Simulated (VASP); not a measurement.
# H14CO7 in VASP: further runs

Runs on H14CO7. Level: PBE+D3(BJ). Tasks: single point.

Everything below comes from runs of VASP 6.6.1. Logs are shortened: lines on timing, memory, paths and dates and some standing lists are left out, and cuts for length are marked.

## (1) The cell of the first run

The cell holds a disordered packing, 22 atoms: a = 5.777 Å, b = 5.777 Å, c = 5.777 Å, α = 90.00°, β = 90.00°, γ = 90.00°.

## (2) Single point, PBE+D3(BJ)

File INCAR:

```
SYSTEM = H14CO7
PREC = Accurate
ENCUT = 520
EDIFF = 1E-6
ISMEAR = -1
SIGMA = 0.05
LREAL = Auto
LASPH = .TRUE.
NELM = 80
ALGO = Normal
ISIF = 2
LWAVE = .FALSE.
LCHARG = .TRUE.
GGA = PE
IVDW = 12
LELF = .TRUE.
LVHAR = .TRUE.
NBANDS = 47
```

File KPOINTS:

```
regular mesh
0
G
  1 1 1
  0 0 0
```

File POSCAR:

```
H14CO7
1.0
    5.7770000000      0.0000000000      0.0000000000
    0.0000000000      5.7770000000      0.0000000000
    0.0000000000      0.0000000000      5.7770000000
O H C
7 14 1
Direct
    0.1065562597      0.8125099819      0.5311968652
    0.3166752129      0.7693948056      0.1050883493
    1.0429064791      0.4143417260      0.2965764809
    0.8223074308      0.3652063781      0.8989357491
    0.3634521343      0.3001546204      0.7340334917
    0.5992148304      0.7388741298      0.7297648884
    0.7144503147      0.0979081214      0.4233502973
    0.1778883284      0.8483398389      0.3801416646
    0.2384558582      0.8194336712      0.6369362118
    0.4365651905      0.7855716661     -0.0151048312
    0.2695712090      0.6075371082      0.1013762415
    1.0462054127      0.5461482717      0.4068447516
    0.9589301159      0.2864661085      0.3728553668
    0.8989757584      0.4015083477      1.0495241113
    0.9346391494      0.2680023503      0.8194583547
    0.5075126229      0.2698548237      0.8195050269
    0.3817476458      0.4648359411      0.6980787721
    0.6711934534      0.8436562284      0.6161210343
    0.7181502583      0.6233403358      0.7746098635
    0.3735229997      0.1304666567      0.3361409659
    0.5554845262      0.4022669541      0.3421365333
    0.5422490092      0.2120946342      0.3724524109
```

Potentials or basis: VASP PAW PBE potentials, release 64 (O, H, C).

Run with:

```
cat potpaw_PBE.64/O/POTCAR potpaw_PBE.64/H/POTCAR potpaw_PBE.64/C/POTCAR > POTCAR
mpirun -np 1 vasp_gam > vasp.out
```

OUTCAR:

```text
SYSTEM = H14CO7
   PREC = Accurate
   ENCUT = 520
   EDIFF = 1E-6
   ISMEAR = -1
   LREAL = Auto
   LASPH = .TRUE.
   NELM = 80
   ISIF = 2
   GGA = PE
   IVDW = 12
 IVDW          = 12

 ion  position               nearest neighbor table
   1  0.107  0.813  0.531-   9 0.98   8 0.99
   2  0.317  0.769  0.105-  11 0.97  10 0.99
   3  0.043  0.414  0.297-  13 0.99  12 0.99
   4  0.822  0.365  0.899-  15 0.97  14 1.00
   5  0.363  0.300  0.734-  17 0.98  16 0.98
   6  0.599  0.739  0.730-  18 0.99  19 0.99
   7  0.714  0.098  0.423-  22 1.23
   8  0.178  0.848  0.380-   1 0.99
   9  0.238  0.819  0.637-   1 0.98
  10  0.437  0.786  0.985-   2 0.99
  11  0.270  0.608  0.101-   2 0.97
  12  0.046  0.546  0.407-   3 0.99
  13  0.959  0.286  0.373-   3 0.99
  14  0.899  0.402  0.050-   4 1.00
  15  0.935  0.268  0.819-   4 0.97
  16  0.508  0.270  0.820-   5 0.98
  17  0.382  0.465  0.698-   5 0.98
  18  0.671  0.844  0.616-   6 0.99
  19  0.718  0.623  0.775-   6 0.99
  20  0.374  0.130  0.336-  22 1.10
  21  0.555  0.402  0.342-  22 1.12
  22  0.542  0.212  0.372-  20 1.10  21 1.12   7 1.23

  LATTYP: Found a simple cubic cell.
 ALAT       =     5.7770000000

  Lattice vectors:

 A1 = (   5.7770000000,   0.0000000000,   0.0000000000)
 A2 = (   0.0000000000,   5.7770000000,   0.0000000000)
 A3 = (   0.0000000000,   0.0000000000,   5.7770000000)

Analysis of symmetry for initial positions (statically):
=====================================================================
 Subroutine PRICEL returns:
 Original cell was already a primitive cell.

 Routine SETGRP: Setting up the symmetry group for a
 simple cubic supercell.

 Subroutine GETGRP returns: Found  1 space group operations
 (whereof  1 operations were pure point group operations)
 out of a pool of 48 trial point group operations.

The static configuration has the point symmetry C_1 .

Analysis of symmetry for dynamics (positions and initial velocities):
=====================================================================
 Subroutine PRICEL returns:
 Original cell was already a primitive cell.

 Routine SETGRP: Setting up the symmetry group for a
 simple cubic supercell.

 Subroutine GETGRP returns: Found  1 space group operations
 (whereof  1 operations were pure point group operations)
 out of a pool of 48 trial point group operations.

The dynamic configuration has the point symmetry C_1 .

 Subroutine INISYM returns: Found  1 space group operations
 (whereof  1 operations are pure point group operations),
 and found     1 'primitive' translations

----------------------------------------------------------------------------------------

                                     Primitive cell

  volume of cell :     192.8000

  direct lattice vectors                    reciprocal lattice vectors
     5.777000000  0.000000000  0.000000000     0.173100225  0.000000000  0.000000000
     0.000000000  5.777000000  0.000000000     0.000000000  0.173100225  0.000000000
     0.000000000  0.000000000  5.777000000     0.000000000  0.000000000  0.173100225

  length of vectors
     5.777000000  5.777000000  5.777000000     0.173100225  0.173100225  0.173100225

  position of ions in fractional coordinates (direct lattice)
     0.106556260  0.812509982  0.531196865
     0.316675213  0.769394806  0.105088349
     0.042906479  0.414341726  0.296576481
     0.822307431  0.365206378  0.898935749
     0.363452134  0.300154620  0.734033492
     0.599214830  0.738874130  0.729764888
[... 14 lines left out ...]
     0.555484526  0.402266954  0.342136533
     0.542249009  0.212094634  0.372452411

  ion indices of the primitive-cell ions
   primitive index   ion index
                 1           1
                 2           2
                 3           3
                 4           4
                 5           5
                 6           6
[... 14 lines left out ...]
                21          21
                22          22

----------------------------------------------------------------------------------------

 KPOINTS: regular mesh

Automatic generation of k-mesh.
 Grid dimensions read from file:
 generate k-points for:    1    1    1

 Generating k-lattice:

  Cartesian coordinates                     Fractional coordinates (reciprocal lattice)
     0.173100225  0.000000000  0.000000000     1.000000000  0.000000000  0.000000000
     0.000000000  0.173100225  0.000000000     0.000000000  1.000000000  0.000000000
     0.000000000  0.000000000  0.173100225     0.000000000  0.000000000  1.000000000

  Length of vectors
     0.173100225  0.173100225  0.173100225

  Shift w.r.t. Gamma in fractional coordinates (k-lattice)
     0.000000000  0.000000000  0.000000000

 Subroutine IBZKPT returns following result:
 ===========================================

 Found      1 irreducible k-points:

 Following reciprocal coordinates:
            Coordinates               Weight
  0.000000  0.000000  0.000000      1.000000
   k-points           NKPTS =      1   k-points in BZ     NKDIM =      1   number of bands    NBANDS=     47
   number of dos      NEDOS =    301   number of ions     NIONS =     22
   total plane-waves  NPLWV = 110592
   dimension x,y,z NGX =    48 NGY =   48 NGZ =   48
   dimension x,y,z NGXF=    96 NGYF=   96 NGZF=   96
   ions per type =               7  14   1
   NGX,Y,Z   is equivalent  to a cutoff of  13.81, 13.81, 13.81 a.u.
   NGXF,Y,Z  is equivalent  to a cutoff of  27.63, 27.63, 27.63 a.u.
 SYSTEM =  H14CO7
   PREC   = accura    normal or accurate (medium, high low for compatibility)
   ISTART =      0    job   : 0-new  1-cont  2-samecut
   ICHARG =      2    charge: 1-file 2-atom 10-const
   ISPIN  =      1    spin polarized calculation?
   LNONCOLLINEAR =      F non collinear calculations
   LSORBIT =      F    spin-orbit coupling
   LASPH  =      T    aspherical Exc in radial PAW
   ENCUT  =  520.0 eV  38.22 Ry    6.18 a.u.  10.74 10.74 10.74*2*pi/ulx,y,z
   NELM   =     80;   NELMIN=  2; NELMDL= -5     # of ELM steps
   EDIFF  = 0.1E-05   stopping-criterion for ELM
   LREAL  =      T    real-space projection
   EDIFFG = 0.1E-04   stopping-criterion for IOM
   NSW    =      0    number of steps for IOM
   IBRION =     -1    ionic relax: 0-MD 1-quasi-New 2-CG
   NFREE  =      0    steps in history (QN), initial steepest desc. (CG)
   ISIF   =      2    stress and relaxation
   ISYM   =      2    0-nonsym 1-usesym 2-fastsym
   POTIM  = 0.5000    time-step for ionic-motion
   TEBEG  =    0.0;   TEEND  =   0.0 temperature during run
   PSTRESS=    0.0 pullay stress
   NELECT =      60.0000    total number of electrons
   NUPDOWN=      -1.0000    fix difference up-down
   EMIN   =  10.00;   EMAX   =-10.00  energy-range for DOS
   EFERMI =   0.00;   METHOD = LEGACY
   ISMEAR =    -1;   SIGMA  =   0.05  broadening in eV -4-tet -1-fermi 0-gaus
   EFERMI_NEDOS =   21; number of points for ismear=-14 and -15
   IALGO  =     38    algorithm
   IMIX   =      4    mixing-type and parameters
     AMIX     =   0.40;   BMIX     =  1.00
     AMIX_MAG =   1.60;   BMIX_MAG =  1.00
  volume/ion in A,a.u.               =       8.76        59.14
  Fermi-wavevector in a.u.,A,eV,Ry     =   1.109404  2.096469 16.745727  1.230776
  Thomas-Fermi vector in A             =   2.245943
   LORBIT       =      0    0 simple, 1 ext, 2 COOP (PROOUT), +10 PAW based schemes
   GGA     = PE    functional components
   LHFCALC =     F    Hartree Fock is set to
   AEXX    =    0.0000 exact exchange contribution
   IVDW    =    12    specifies the selected vdW correction
   LEPSILON=     F    determine dielectric tensor
   LRPA    =     F    only Hartree local field effects (RPA)
 non-spin polarized calculation
  energy-cutoff  :      520.00
  volume of cell :      192.80
 maximum number of plane-waves:      2593
 NGX is ok and might be reduce to    42
   NGX = 21   NGY = 21   NGZ = 21

 number of electron      60.0000001 magnetization

 Free energy of the ion-electron system (eV)
  ---------------------------------------------------
  ext. energy  EPLUGINS =         0.00000000
  ---------------------------------------------------
  free energy    TOTEN  =      -109.91714384 eV

  energy without entropy =     -109.91714384  energy(sigma->0) =     -109.91714384

 E-fermi :  -1.4051     XC(G=0):  -7.5513

 val. band max:       -2.5981133722   @ k =   0.0000   0.0000   0.0000
 cond. band min:       1.6834271012   @ k =   0.0000   0.0000   0.0000
 fundamental gap:      4.2815404735
 Fermi energy:        -1.4050653217

 k-point     1 :       0.0000    0.0000    0.0000
  band No.  band energies     occupation
      1     -22.8638      2.00000
      2     -21.8864      2.00000
      3     -21.5687      2.00000
      4     -21.4074      2.00000
      5     -21.2712      2.00000
      6     -20.9867      2.00000
[... 34 lines left out ...]
     41       8.3996      0.00000
     42       8.5100      0.00000
 [bands above 42 left out]

------------------------ aborting loop because EDIFF is reached ----------------------------------------

 Edisp (eV)   -0.96146

 E8    (eV) :    -0.2052

  FORCE on cell =-STRESS in cart. coord.  units (eV):
  Direction    XX          YY          ZZ          XY          YZ          ZX
  --------------------------------------------------------------------------------------
  -------------------------------------------------------------------------------------
  Total       1.03561     0.62781     0.46299    -0.37082    -0.26306     0.21911
  in kB       8.60594     5.21712     3.84749    -3.08151    -2.18602     1.82078
  external pressure =        5.89 kB  Pullay stress =        0.00 kB

 VOLUME and BASIS-vectors are now :
 -----------------------------------------------------------------------------
  energy-cutoff  :      520.00
  volume of cell :      192.80
      direct lattice vectors                 reciprocal lattice vectors
     5.777000000  0.000000000  0.000000000     0.173100225  0.000000000  0.000000000
     0.000000000  5.777000000  0.000000000     0.000000000  0.173100225  0.000000000
     0.000000000  0.000000000  5.777000000     0.000000000  0.000000000  0.173100225

 POSITION                                       TOTAL-FORCE (eV/Angst)
 -----------------------------------------------------------------------------------
      0.61558      4.69387      3.06872         0.162762     -0.016682     -0.068723
      1.82943      4.44479      0.60710        -0.021832      0.053845      0.050698
      0.24787      2.39365      1.71332        -0.020817      0.002946     -0.066850
      4.75047      2.10980      5.19315        -0.042417      0.011343     -0.033257
      2.09966      1.73399      4.24051        -0.070896     -0.035977     -0.004119
      3.46166      4.26848      4.21585         0.026039     -0.028679      0.011596
[... 14 lines left out ...]
      3.20903      2.32390      1.97652         0.002817     -0.047839     -0.022968
      3.13257      1.22527      2.15166        -0.533479      0.270067     -0.101459
 -----------------------------------------------------------------------------------
    total drift:                                0.003318     -0.002901      0.006137

  FREE ENERGIE OF THE ION-ELECTRON SYSTEM (eV)
  ---------------------------------------------------
  free  energy   TOTEN  =      -110.8786079442 eV

  energy  without entropy=     -110.8786079441  energy(sigma->0) =     -110.87860794
```

Wall time 27 s (1 thread of Intel Xeon Platinum 8259CL at 2.50GHz (Skylake/Cascade Lake), shared host); peak memory 0.32 GiB.

Results:

```yaml
Free_energy: -110.8786 eV
Pressure: 0.6 GPa
Largest_force: 0.606 eV/Å
Dispersion_energy_per_atom: -0.044 eV
```

Forces in eV/Å, atoms in the order of the input:
```
O    0.163 -0.017 -0.069
O   -0.022  0.054  0.051
O   -0.021  0.003 -0.067
O   -0.042  0.011 -0.033
O   -0.071 -0.036 -0.004
O    0.026 -0.029  0.012
O    0.410 -0.283  0.108
H   -0.046 -0.019 -0.019
H   -0.102  0.001  0.094
H    0.076  0.034 -0.061
H   -0.056 -0.099  0.008
H    0.018  0.086  0.051
H   -0.013 -0.079  0.007
H    0.037  0.043  0.101
H    0.037 -0.028 -0.058
H    0.055 -0.055  0.043
H   -0.020  0.118 -0.019
H   -0.008  0.079 -0.065
H   -0.010 -0.056  0.054
H    0.120  0.048 -0.009
H    0.003 -0.048 -0.023
C   -0.533  0.270 -0.101
```

Stress tensor (GPa, compression positive):
```
 0.86 -0.31  0.18
-0.31  0.52 -0.22
 0.18 -0.22  0.38
```

Caveat: the k points lie up to 1.09 Å⁻¹ apart.

## (3) Single point, PBE+D3(BJ)

File INCAR:

```
PREC = Accurate
ENCUT = 520
EDIFF = 1E-7
ISMEAR = -1
SIGMA = 0.05
LREAL = Auto
LASPH = T
NELM = 80
ALGO = Normal
ISIF = 2
LWAVE = F
LCHARG = F
GGA = PE
IVDW = 12
NBANDS = 47
```

File KPOINTS:

```
Automatic mesh
0
Gamma
  1 1 1
```

File POSCAR:

```
H14CO7
1.0
    5.7770000000      0.0000000000      0.0000000000
    0.0000000000      5.7770000000      0.0000000000
    0.0000000000      0.0000000000      5.7770000000
O H C
7 14 1
Direct
    0.1369742081      0.7519300675      0.5432404362
    0.2775315908      0.7931452311      0.0797818937
    1.0730136749      0.3705210317      0.2735849057
    0.8300155790      0.3201661762      0.8958109746
    0.3971265363      0.3388610005      0.7297905487
    0.6085857712      0.7942011425      0.7450752986
    0.7318331314      0.0549247014      0.4026830535
    0.1943396226      0.7966072356      0.3891119958
    0.2430327159      0.8267612948      0.6507356760
    0.4067335988      0.8496451445     -0.0079799204
    0.2878483642      0.6337891639      0.0366799377
    1.0941838324      0.5059373377      0.3784317120
    0.9904967976      0.2327851826      0.3533148693
    0.9234550805      0.3590617968      1.0367664878
    0.9263112342      0.2268997750      0.8037735849
    0.5578154752      0.2955859443      0.7892677860
    0.3913622988      0.5004673706      0.6910853384
    0.6538861001      0.8436385667      0.5890946858
    0.7315215510      0.6700190410      0.7628873118
    0.3876060239      0.0968322659      0.3550285615
    0.5616756102      0.3707114419      0.3201488662
    0.5619352605      0.1771507703      0.3463389302
```

Potentials or basis: VASP PAW PBE potentials, release 64 (O, H, C).

Run with:

```
cat potpaw_PBE.64/O/POTCAR potpaw_PBE.64/H/POTCAR potpaw_PBE.64/C/POTCAR > POTCAR
mpirun -np 1 vasp_gam > vasp.out
```

OUTCAR:

```text
PREC = Accurate
   ENCUT = 520
   EDIFF = 1E-7
   ISMEAR = -1
   LREAL = Auto
   LASPH = T
   NELM = 80
   ISIF = 2
   GGA = PE
   IVDW = 12
 IVDW          = 12

 ion  position               nearest neighbor table
   1  0.137  0.752  0.543-   9 0.97   8 0.98
   2  0.278  0.793  0.080-  11 0.96  10 0.96
   3  0.073  0.371  0.274-  12 1.00  13 1.04
   4  0.830  0.320  0.896-  15 0.94  14 1.00
[... 280 lines left out ...]
  -------------------------------------------------------------------------------------
  Total      -0.52963    -0.82530     1.93770     1.76253    -0.04470    -0.85023
  in kB      -4.40123    -6.85826    16.10237    14.64670    -0.37147    -7.06548
  external pressure =        1.61 kB  Pullay stress =        0.00 kB

 VOLUME and BASIS-vectors are now :
 -----------------------------------------------------------------------------
  energy-cutoff  :      520.00
  volume of cell :      192.80
      direct lattice vectors                 reciprocal lattice vectors
     5.777000000  0.000000000  0.000000000     0.173100225  0.000000000  0.000000000
     0.000000000  5.777000000  0.000000000     0.000000000  0.173100225  0.000000000
     0.000000000  0.000000000  5.777000000     0.000000000  0.000000000  0.173100225

 POSITION                                       TOTAL-FORCE (eV/Angst)
 -----------------------------------------------------------------------------------
      0.79130      4.34390      3.13830        -0.155501      0.055368     -0.407874
      1.60330      4.58200      0.46090        -0.430225      0.412426      0.621011
      0.42180      2.14050      1.58050        -0.549407     -0.930145      0.399463
      4.79500      1.84960      5.17510        -0.947237      1.107539      0.741442
      2.29420      1.95760      4.21600         0.471490     -1.735603      0.310167
      3.51580      4.58810      4.30430         1.390181     -1.706836      0.244260
[... 14 lines left out ...]
      3.24480      2.14160      1.84950         0.526418     -0.623755     -0.321035
      3.24630      1.02340      2.00080        -0.267902     -0.447736      1.539991
 -----------------------------------------------------------------------------------
    total drift:                               -0.003662      0.007922     -0.003573

  FREE ENERGIE OF THE ION-ELECTRON SYSTEM (eV)
  ---------------------------------------------------
  free  energy   TOTEN  =      -110.0779470360 eV

  energy  without entropy=     -110.0779470360  energy(sigma->0) =     -110.07794704
```

OSZICAR:

```text
N       E                     dE             d eps       ncg     rms          rms(c)
DAV:   1     0.465464044904E+03    0.46546E+03   -0.34119E+04    94   0.121E+03
DAV:   2    -0.779752063611E+02   -0.54344E+03   -0.52150E+03   117   0.301E+02
DAV:   3    -0.118576939949E+03   -0.40602E+02   -0.40356E+02   124   0.877E+01
DAV:   4    -0.119117207760E+03   -0.54027E+00   -0.53897E+00   116   0.114E+01
DAV:   5    -0.119124405534E+03   -0.71978E-02   -0.71964E-02   117   0.127E+00    0.200E+01
DAV:   6    -0.109475737261E+03    0.96487E+01   -0.28711E+01   116   0.250E+01    0.793E+00
DAV:   7    -0.109225668465E+03    0.25007E+00   -0.12437E+00   108   0.520E+00    0.488E+00
DAV:   8    -0.109119481336E+03    0.10619E+00   -0.34504E-01   116   0.327E+00    0.757E-01
DAV:   9    -0.109116961838E+03    0.25195E-02   -0.33451E-02   124   0.101E+00    0.315E-01
DAV:  10    -0.109119263115E+03   -0.23013E-02   -0.12646E-02   116   0.584E-01    0.167E-01
DAV:  11    -0.109120090519E+03   -0.82740E-03   -0.15274E-03   108   0.217E-01    0.706E-02
DAV:  12    -0.109120467302E+03   -0.37678E-03   -0.40681E-04   108   0.118E-01    0.281E-02
DAV:  13    -0.109120514063E+03   -0.46762E-04   -0.62439E-05   108   0.426E-02    0.969E-03
DAV:  14    -0.109120516961E+03   -0.28981E-05   -0.11030E-05   116   0.204E-02    0.452E-03
DAV:  15    -0.109120518006E+03   -0.10444E-05   -0.24473E-06   108   0.934E-03    0.337E-03
DAV:  16    -0.109120518002E+03    0.36357E-08   -0.12827E-06   108   0.758E-03    0.994E-04
DAV:  17    -0.109120518039E+03   -0.37143E-07   -0.22106E-07   100   0.250E-03
   1 F= -.11007795E+03 E0= -.11007795E+03  d E =-.440157E-10
```

It took 27 s on 1 thread of Intel Xeon Platinum 8259CL at 2.50GHz (Skylake/Cascade Lake), shared host; peak memory 0.32 GiB.

What came out:

```
Free energy                : -110.0779 eV
Pressure                   : 0.2 GPa
Largest force              : 2.215 eV/Å
Dispersion energy per atom : -0.044 eV
```

Forces in eV/Å, atoms in the order of the input:
```
O   -0.156  0.055 -0.408
O   -0.430  0.412  0.621
O   -0.549 -0.930  0.399
O   -0.947  1.108  0.741
O    0.471 -1.736  0.310
O    1.390 -1.707  0.244
O   -0.444  1.158 -0.999
H   -0.038  0.245 -0.075
H   -0.015 -0.066  0.130
H    0.930  0.767 -0.440
H   -0.352 -1.349 -0.019
H   -0.379 -0.933  0.213
H    0.712  1.686 -0.505
H   -0.030 -0.011  0.043
H    1.114 -1.029 -0.911
H   -1.026  0.933 -0.160
H    0.351  0.656 -0.120
H   -0.046  0.808 -0.344
H   -1.074  0.752  0.557
H    0.259  0.253 -0.499
H    0.526 -0.624 -0.321
C   -0.268 -0.448  1.540
```

Levels at points of the mesh, in eV from the Fermi level:
```tsv
k point	band 26	band 27	band 28	band 29	band 30	band 31	band 32	band 33	band 34	band 35
(0.00, 0.00, 0.00)	-1.75	-1.67	-1.63	-1.46	-1.24	2.83	3.93	7.20	7.59	7.90
```

Caveat: the k points lie up to 1.09 Å⁻¹ apart.

(Part 1 of 2 ends here.)
